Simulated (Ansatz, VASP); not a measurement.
## AgCl in VASP and in Ansatz

File INCAR:

```
PREC = Accurate
ENCUT = 520
EDIFF = 1E-6
ISMEAR = 0
SIGMA = 0.05
LREAL = F
LASPH = T
NELM = 60
ALGO = Normal
ISIF = 2
LWAVE = F
LCHARG = F
GGA = CA
NBANDS = 16
```

KPOINTS

```
Automatic mesh
0
Gamma
  10 10 10
```

File POSCAR:

```
AgCl
1.0
    0.0000000000      2.6773114500      2.6773114500
    2.6773114500      0.0000000000      2.6773114500
    2.6773114500      2.6773114500      0.0000000000
Ag Cl
1 1
Direct
    0.5000000000      0.5000000000      0.5000000000
    0.0000000000      0.0000000000      0.0000000000
```

Input for Ansatz:

```yaml
crystal:
  lattice:
    - [0.0, 2.67731145, 2.67731145]
    - [2.67731145, 0.0, 2.67731145]
    - [2.67731145, 2.67731145, 0.0]
  atoms:
    - { symbol: Ag, position: [0.5, 0.5, 0.5] }
    - { symbol: Cl, position: [0.0, 0.0, 0.0] }
basis:
  ecutwfc: 420
kpoints:
  mp_grid: { grid: [10, 10, 10] }
hamiltonian:
  xc: lda
  pseudopotentials: { kind: paw }
scf:
  occupations: { method: gaussian, width: 0.05 }
output:
  forces: true
  stress: true
  eigenvalues: true
  write_density: true
  write_potential: true
  elf: true
  volumetric_format: npy
```

Alike in both runs: task single point; functional LDA; k mesh 10 × 10 × 10; occupations gaussian, width 0.05 eV; no spin polarisation.

|  | VASP | Ansatz |
| --- | --- | --- |
| version | VASP 6.6.1 | Ansatz 0.2.0 |
| potentials or method | VASP PAW LDA potentials, release 64 (Ag, Cl), cutoff 520 eV | scalar-relativistic, plane waves, PAW |
| valence electrons in the cell | 18 | 26 |

Ansatz gave:

```
gap on the k mesh at the Fermi level (eV) : 0.63
least direct gap on the mesh (eV)         : 3.27
pressure (GPa)                            : 0.0
```

Estimate VASP's values.

gap on the k mesh at the Fermi level (eV): 0.66; least direct gap on the mesh (eV): 3.30; pressure (GPa): 0.0.

LDA's correlation is that of Perdew and Zunger in VASP and of Perdew and Wang (1992) in Ansatz. VASP's potentials hold 18 valence electrons a cell and Ansatz's 26, so a difference there can come from the potentials and not from the codes.
